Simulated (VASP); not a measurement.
# TlPt (P6/mmm) in VASP: a series of runs

Runs on TlPt. Level: PBE. Tasks: single point.

Everything below comes from runs of VASP 6.6.1. Logs are shortened: lines on timing, memory, paths and dates and some standing lists are left out, and cuts for length are marked.

## 1. The cell of the first run

Symmetry: P6/mmm, No. 191, hexagonal system. The conventional cell has a = 5.491 Å, b = 5.491 Å, c = 4.544 Å, α = 90.00°, β = 90.00°, γ = 120.00°. Within 3.6 Å of Tl (site symmetry mmm) lie 4 Tl at 2.75 Å and 6 Pt at 2.75 to 2.77 Å. Within 3.7 Å of Pt (site symmetry -6m2) lie 6 Tl at 2.77 Å and 3 Pt at 3.17 Å. Within 3.6 Å of Pt (site symmetry 6/mmm) lie 6 Tl at 2.75 Å.

## 2. Single point, PBE

File INCAR:

```
SYSTEM = TlPt
PREC     = Accurate       ! precision mode
ENCUT    = 520            ! plane-wave cutoff, eV
EDIFF    = 1E-6           ! SCF threshold, eV
ISMEAR   = -1             ! smearing method
SIGMA    = 0.05           ! smearing width, eV
LREAL    = .False.        ! projectors in reciprocal space
LASPH    = .True.         ! aspherical terms in the spheres
NELM     = 100            ! most SCF steps
ALGO     = Fast           ! electronic algorithm
ISIF     = 2              ! what is computed and relaxed
LWAVE    = .False.        ! write WAVECAR
LCHARG   = .False.        ! write CHGCAR
GGA      = PE             ! functional
NBANDS   = 44             ! bands
```

File KPOINTS:

```
regular mesh
0
Gamma
  6 6 6
  0 0 0
```

File POSCAR:

```
TlPt
1.0
    5.4905801394      0.0000000000      0.0000000000
   -2.7452900697      4.7549818822      0.0000000000
    0.0000000000      0.0000000000      4.5442999583
Tl Pt
3 3
Direct
    0.0000000000      0.5000000000      0.0000000000
    0.5000000000      0.5000000000      0.0000000000
    0.5000000000      0.0000000000      0.0000000000
    0.6666666667      0.3333333333      0.5000000000
    0.3333333333      0.6666666667      0.5000000000
    0.0000000000      0.0000000000      0.0000000000
```

Potentials or basis: VASP PAW PBE potentials, release 64 (Tl_d, Pt).

Command:

```console
> cat potpaw_PBE.64/Tl_d/POTCAR potpaw_PBE.64/Pt/POTCAR > POTCAR
> mpirun -np 1 vasp_std > vasp.out
```

OUTCAR:

```text
SYSTEM = TlPt
   PREC = Accurate
   ENCUT = 520
   EDIFF = 1E-6
   ISMEAR = -1
   LREAL = .False.
   LASPH = .True.
   NELM = 100
   ISIF = 2
   GGA = PE

 ion  position               nearest neighbor table
   1  0.000  0.500  0.000-   3 2.75   6 2.75   6 2.75   3 2.75   2 2.75   2 2.75   5 2.77   5 2.77
                             4 2.77   4 2.77
   2  0.500  0.500  0.000-   3 2.75   6 2.75   3 2.75   6 2.75   1 2.75   1 2.75   5 2.77   5 2.77
                             4 2.77   4 2.77
   3  0.500  0.000  0.000-   1 2.75   2 2.75   2 2.75   1 2.75   6 2.75   6 2.75   5 2.77   5 2.77
                             4 2.77   4 2.77
   4  0.667  0.333  0.500-   3 2.77   3 2.77   1 2.77   1 2.77   2 2.77   2 2.77   5 3.17   5 3.17
                             5 3.17
   5  0.333  0.667  0.500-   3 2.77   3 2.77   1 2.77   1 2.77   2 2.77   2 2.77   4 3.17   4 3.17
                             4 3.17
   6  0.000  0.000  0.000-   1 2.75   2 2.75   1 2.75   2 2.75   3 2.75   3 2.75

  LATTYP: Found a hexagonal cell.
 ALAT       =     5.4905801394
 C/A-ratio  =     0.8276538805

  Lattice vectors:

 A1 = (   5.4905801394,   0.0000000000,   0.0000000000)
 A2 = (  -2.7452900697,   4.7549818822,   0.0000000000)
 A3 = (   0.0000000000,   0.0000000000,   4.5442999583)

Analysis of symmetry for initial positions (statically):
=====================================================================
 Subroutine PRICEL returns:
 Original cell was already a primitive cell.

 Routine SETGRP: Setting up the symmetry group for a
 hexagonal supercell.

 Subroutine GETGRP returns: Found 24 space group operations
 (whereof 24 operations were pure point group operations)
 out of a pool of 24 trial point group operations.

The static configuration has the point symmetry D_6h.

Analysis of symmetry for dynamics (positions and initial velocities):
=====================================================================
 Subroutine PRICEL returns:
 Original cell was already a primitive cell.

 Routine SETGRP: Setting up the symmetry group for a
 hexagonal supercell.

 Subroutine GETGRP returns: Found 24 space group operations
 (whereof 24 operations were pure point group operations)
 out of a pool of 24 trial point group operations.

The dynamic configuration has the point symmetry D_6h.

 Subroutine INISYM returns: Found 24 space group operations
 (whereof 24 operations are pure point group operations),
 and found     1 'primitive' translations

----------------------------------------------------------------------------------------

                                     Primitive cell

  volume of cell :     118.6408

  direct lattice vectors                    reciprocal lattice vectors
     5.490580139  0.000000000  0.000000000     0.182130116  0.105152872  0.000000000
    -2.745290070  4.754981882  0.000000000     0.000000000  0.210305743  0.000000000
     0.000000000  0.000000000  4.544299958     0.000000000  0.000000000  0.220055896

  length of vectors
     5.490580139  5.490580139  4.544299958     0.210305743  0.210305743  0.220055896

  position of ions in fractional coordinates (direct lattice)
     0.000000000  0.500000000  0.000000000
     0.500000000  0.500000000  0.000000000
     0.500000000  0.000000000  0.000000000
     0.666666667  0.333333333  0.500000000
     0.333333333  0.666666667  0.500000000
     0.000000000  0.000000000  0.000000000

  ion indices of the primitive-cell ions
   primitive index   ion index
                 1           1
                 2           2
                 3           3
                 4           4
                 5           5
                 6           6

----------------------------------------------------------------------------------------

 KPOINTS: regular mesh

Automatic generation of k-mesh.
 Grid dimensions read from file:
 generate k-points for:    6    6    6

 Generating k-lattice:

  Cartesian coordinates                     Fractional coordinates (reciprocal lattice)
     0.030355019  0.017525479  0.000000000     0.166666667  0.000000000  0.000000000
     0.000000000  0.035050957  0.000000000     0.000000000  0.166666667  0.000000000
     0.000000000  0.000000000  0.036675983     0.000000000  0.000000000  0.166666667

  Length of vectors
     0.035050957  0.035050957  0.036675983

  Shift w.r.t. Gamma in fractional coordinates (k-lattice)
     0.000000000  0.000000000  0.000000000

 Subroutine IBZKPT returns following result:
 ===========================================

 Found     28 irreducible k-points:

 Following reciprocal coordinates:
            Coordinates               Weight
  0.000000  0.000000  0.000000      1.000000
  0.166667 -0.000000  0.000000      6.000000
  0.333333  0.000000  0.000000      6.000000
  0.500000  0.000000  0.000000      3.000000
  0.166667  0.166667  0.000000      6.000000
  0.333333  0.166667  0.000000     12.000000
[... 16 lines left out ...]
  0.166667 -0.000000  0.500000      6.000000
  0.333333  0.000000  0.500000      6.000000
 [... further k-points ...]
   k-points           NKPTS =     28   k-points in BZ     NKDIM =     28   number of bands    NBANDS=     44
   number of dos      NEDOS =    301   number of ions     NIONS =      6
   total plane-waves  NPLWV =  63504
   dimension x,y,z NGX =    42 NGY =   42 NGZ =   36
   dimension x,y,z NGXF=    84 NGYF=   84 NGZF=   72
   ions per type =               3   3
   NGX,Y,Z   is equivalent  to a cutoff of  12.72, 12.72, 13.17 a.u.
   NGXF,Y,Z  is equivalent  to a cutoff of  25.43, 25.43, 26.34 a.u.
 SYSTEM =  TlPt
   PREC   = accura    normal or accurate (medium, high low for compatibility)
   ISTART =      0    job   : 0-new  1-cont  2-samecut
   ICHARG =      2    charge: 1-file 2-atom 10-const
   ISPIN  =      1    spin polarized calculation?
   LNONCOLLINEAR =      F non collinear calculations
   LSORBIT =      F    spin-orbit coupling
   LASPH  =      T    aspherical Exc in radial PAW
   ENCUT  =  520.0 eV  38.22 Ry    6.18 a.u.  10.21 10.21  8.45*2*pi/ulx,y,z
   NELM   =    100;   NELMIN=  2; NELMDL= -5     # of ELM steps
   EDIFF  = 0.1E-05   stopping-criterion for ELM
   LREAL  =      F    real-space projection
   EDIFFG = 0.1E-04   stopping-criterion for IOM
   NSW    =      0    number of steps for IOM
   IBRION =     -1    ionic relax: 0-MD 1-quasi-New 2-CG
   NFREE  =      0    steps in history (QN), initial steepest desc. (CG)
   ISIF   =      2    stress and relaxation
   ISYM   =      2    0-nonsym 1-usesym 2-fastsym
   POTIM  = 0.5000    time-step for ionic-motion
   TEBEG  =    0.0;   TEEND  =   0.0 temperature during run
   PSTRESS=    0.0 pullay stress
   NELECT =      69.0000    total number of electrons
   NUPDOWN=      -1.0000    fix difference up-down
   EMIN   =  10.00;   EMAX   =-10.00  energy-range for DOS
   EFERMI =   0.00;   METHOD = LEGACY
   ISMEAR =    -1;   SIGMA  =   0.05  broadening in eV -4-tet -1-fermi 0-gaus
   EFERMI_NEDOS =   21; number of points for ismear=-14 and -15
   IALGO  =     68    algorithm
   IMIX   =      4    mixing-type and parameters
     AMIX     =   0.40;   BMIX     =  1.00
     AMIX_MAG =   1.60;   BMIX_MAG =  1.00
  volume/ion in A,a.u.               =      19.77       133.44
  Fermi-wavevector in a.u.,A,eV,Ry     =   1.366511  2.582332 25.406874  1.867353
  Thomas-Fermi vector in A             =   2.492645
   LORBIT       =      0    0 simple, 1 ext, 2 COOP (PROOUT), +10 PAW based schemes
   GGA     = PE    functional components
   LHFCALC =     F    Hartree Fock is set to
   AEXX    =    0.0000 exact exchange contribution
   IVDW    =     0    specifies the selected vdW correction
   LEPSILON=     F    determine dielectric tensor
   LRPA    =     F    only Hartree local field effects (RPA)
 non-spin polarized calculation
 RMM-DIIS sequential band-by-band and
  energy-cutoff  :      520.00
  volume of cell :      118.64
 maximum number of plane-waves:      3219
 NGX is ok and might be reduce to    42
   NGX = 21   NGY = 21   NGZ = 17

 number of electron      69.0000026 magnetization

 Free energy of the ion-electron system (eV)
  ---------------------------------------------------
  ext. energy  EPLUGINS =         0.00000000
  ---------------------------------------------------
  free energy    TOTEN  =       -19.47104809 eV

  energy without entropy =      -19.44347164  energy(sigma->0) =      -19.45725987

 E-fermi :   9.0529     XC(G=0): -11.7696

 val. band max:        9.0494568323   @ k =   0.1667  -0.0000   0.5000
 cond. band min:       9.0581217896   @ k =   0.1667  -0.0000   0.0000
 fundamental gap:      0.0086649573
 Fermi energy:         9.0528576817

 k-point     1 :       0.0000    0.0000    0.0000
  band No.  band energies     occupation
      1      -5.6565      2.00000
      2      -4.6831      2.00000
      3      -4.6831      2.00000
      4      -4.2119      2.00000
      5      -4.0779      2.00000
      6      -3.5738      2.00000
[... 36 lines left out ...]
     43      16.7738      0.00000
     44      17.1322      0.00000

 k-point     2 :       0.1667   -0.0000    0.0000
  band No.  band energies     occupation
      1      -5.4975      2.00000
      2      -4.6334      2.00000
      3      -4.5273      2.00000
      4      -4.1495      2.00000
      5      -3.9771      2.00000
      6      -3.5608      2.00000
[... 36 lines left out ...]
     43      16.2320      0.00000
     44      16.5601      0.00000

 k-point     3 :       0.3333    0.0000    0.0000
  band No.  band energies     occupation
      1      -5.1310      2.00000
      2      -4.4618      2.00000
      3      -4.0916      2.00000
      4      -4.0004      2.00000
      5      -3.7226      2.00000
      6      -3.5130      2.00000
[... 36 lines left out ...]
     43      15.8108      0.00000
     44      16.4428      0.00000

 k-point     4 :       0.5000    0.0000    0.0000
  band No.  band energies     occupation
      1      -4.9380      2.00000
      2      -4.1809      2.00000
      3      -3.9084      2.00000
      4      -3.7476      2.00000
      5      -3.5982      2.00000
      6      -3.4351      2.00000
[... 882 lines left out ...]
     43      16.5133      0.00000
     44      16.5133      0.00000

 k-point    23 :       0.1667   -0.0000    0.5000
  band No.  band energies     occupation
      1      -5.3548      2.00000
      2      -4.6365      2.00000
      3      -4.5305      2.00000
      4      -4.4789      2.00000
      5      -3.9500      2.00000
      6      -3.5078      2.00000
[... 36 lines left out ...]
     43      16.8068      0.00000
     44      17.2109      0.00000

 k-point    24 :       0.3333    0.0000    0.5000
  band No.  band energies     occupation
      1      -5.0193      2.00000
      2      -4.4463      2.00000
      3      -4.2794      2.00000
      4      -4.0929      2.00000
      5      -3.6833      2.00000
      6      -3.5163      2.00000
[... 36 lines left out ...]
     43      17.3659      0.00000
     44      17.6181      0.00000

 [... further k-points ...]
[... 5 lines left out ...]
  --------------------------------------------------------------------------------------
  -------------------------------------------------------------------------------------
  Total       21.8047046     21.8047046      9.7402908      0.0000000      0.0000000      0.0000000
  in kB      294.4602643    294.4602643    131.5371453      0.0000000      0.0000000      0.0000000
  external PRESSURE =     240.1525580 kB  Pullay stress =       0.0000000 kB

 VOLUME and BASIS-vectors are now :
 -----------------------------------------------------------------------------
  energy-cutoff  :      520.00
  volume of cell :      118.64
      direct lattice vectors                 reciprocal lattice vectors
     5.490580139  0.000000000  0.000000000     0.182130116  0.105152872  0.000000000
    -2.745290070  4.754981882  0.000000000     0.000000000  0.210305743  0.000000000
     0.000000000  0.000000000  4.544299958     0.000000000  0.000000000  0.220055896

 POSITION                                       TOTAL-FORCE (eV/Angst)
 -----------------------------------------------------------------------------------
     -1.37265      2.37749      0.00000        -0.000000      0.000000      0.000000
      1.37265      2.37749      0.00000         0.000000      0.000000      0.000000
      2.74529      0.00000      0.00000        -0.000000      0.000000      0.000000
      2.74529      1.58499      2.27215        -0.000000     -0.000000      0.000000
     -0.00000      3.16999      2.27215         0.000000      0.000000      0.000000
      0.00000      0.00000      0.00000         0.000000      0.000000      0.000000
 -----------------------------------------------------------------------------------
    total drift:                                0.000000     -0.000000     -0.000000

  FREE ENERGIE OF THE ION-ELECTRON SYSTEM (eV)
  ---------------------------------------------------
  free  energy   TOTEN  =       -19.4710480862 eV

  energy  without entropy=      -19.4434716449  energy(sigma->0) =      -19.45725987
```

It took 95 s on 1 thread of Intel Xeon Platinum 8488C (Sapphire Rapids), shared host; peak memory 0.3 GiB.

Results:

* Free energy: -19.4710 eV
* Pressure: 24.0 GPa

Levels at points of the mesh, in eV from the Fermi level:
```tsv
k point	band 32	band 33	band 34	band 35	band 36	band 37	band 38	band 39
(0.00, 0.00, 0.00)	-1.63	-0.55	-0.55	0.07	0.07	0.13	0.67	3.45
(0.50, 0.00, 0.00)	-1.36	-1.08	-0.07	1.74	2.15	2.93	3.18	4.13
(0.00, 0.00, 0.50)	-1.48	-1.37	-0.09	-0.09	1.69	1.69	1.92	1.92
(0.50, 0.00, 0.50)	-1.37	-1.33	-0.74	-0.63	0.08	1.45	3.48	3.92
```

Caveat: spin-orbit coupling is left out, which moves the levels of the heavy elements.

## 3. Single point, PBE

This run uses another cell than the first one, of 20.19 Å³/atom, 1.021 times its volume.

File INCAR:

```
  PREC = Accurate
  ENCUT = 520
  EDIFF = 1E-6
  ISMEAR = -1
  SIGMA = 0.05
  LREAL = F
  LASPH = T
  NELM = 80
  ALGO = Fast
  ISIF = 2
  LWAVE = F
  LCHARG = F
  GGA = PE
  NBANDS = 44
```

File KPOINTS:

```
regular mesh
0
Gamma
  6 6 6
```

POSCAR, as its differences from that of step 2:

```diff
@@ -2,5 +2,5 @@
 1.0
-    5.4905801394      0.0000000000      0.0000000000
-   -2.7452900697      4.7549818822      0.0000000000
-    0.0000000000      0.0000000000      4.5442999583
+    5.5292474706      0.0000000000      0.0000000000
+   -2.7646237353      4.7884687734      0.0000000000
+    0.0000000000      0.0000000000      4.5763031251
 Tl Pt
```

Potentials or basis: VASP PAW PBE potentials, release 64 (Tl_d, Pt).

Command:

```console
> cat potpaw_PBE.64/Tl_d/POTCAR potpaw_PBE.64/Pt/POTCAR > POTCAR
> mpirun -np 1 vasp_std > vasp.out
```

Wall time 93 s (1 thread of Intel Xeon Platinum 8488C (Sapphire Rapids), shared host); peak memory 0.3 GiB.

Results (log left out):

```yaml
Free_energy: -19.8188 eV
Pressure: 20.0 GPa
```

Stress tensor (GPa, compression positive):
```
25.14  0.00  0.00
 0.00 25.14  0.00
 0.00  0.00  9.74
```

Levels at points of the mesh, in eV from the Fermi level:
| k point | band 33 | band 34 | band 35 | band 36 | band 37 | band 38 |
| --- | --- | --- | --- | --- | --- | --- |
| (0.00, 0.00, 0.00) | -0.51 | -0.51 | 0.03 | 0.03 | 0.13 | 0.62 |
| (0.50, 0.00, 0.00) | -1.05 | -0.07 | 1.71 | 2.08 | 2.84 | 3.14 |
| (0.00, 0.00, 0.50) | -1.32 | -0.06 | -0.06 | 1.72 | 1.72 | 1.80 |
| (0.50, 0.00, 0.50) | -1.29 | -0.72 | -0.61 | 0.05 | 1.47 | 3.46 |

Caveat: spin-orbit coupling is left out, which moves the levels of the heavy elements.

(Part 1 of 2 ends here.)
